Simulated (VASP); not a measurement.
A run of VASP 6.6.1 is set up as follows.

File INCAR:

```
ALGO = Normal
EDIFF = 1E-6
ENCUT = 500
GGA = RE
GGA_COMPAT = False
ISIF = 2
ISMEAR = -1
LASPH = True
LCHARG = True
LELF = True
LREAL = False
LVHAR = True
LWAVE = False
NBANDS = 11
NELM = 120
PREC = Accurate
SIGMA = 0.1
```

Contents of KPOINTS:

```
k-points
0
Gamma
  22 22 22
```

POSCAR

```
Pd
1.0
    0.0000000000      2.0385993909      2.0385993909
    2.0385993909      0.0000000000      2.0385993909
    2.0385993909      2.0385993909      0.0000000000
Pd
1
Direct
    0.0000000000      0.0000000000      0.0000000000
```

Potentials or basis: VASP PAW PBE potentials, release 64 (Pd).

Launch:

```sh
$ cat potpaw_PBE.64/Pd/POTCAR > POTCAR
$ mpirun -np 1 vasp_std > vasp.out
```

(1) Predict the pressure.

(2) Estimate the band gap on the k mesh.

Results:

(1) -9.6 GPa.

(2) zero (band 5 reaches 7.92 eV, above the bottom of band 6 at 6.66 eV).

Caveat: the PAW data sets were made with another functional, which shifts forces and pressure a little.
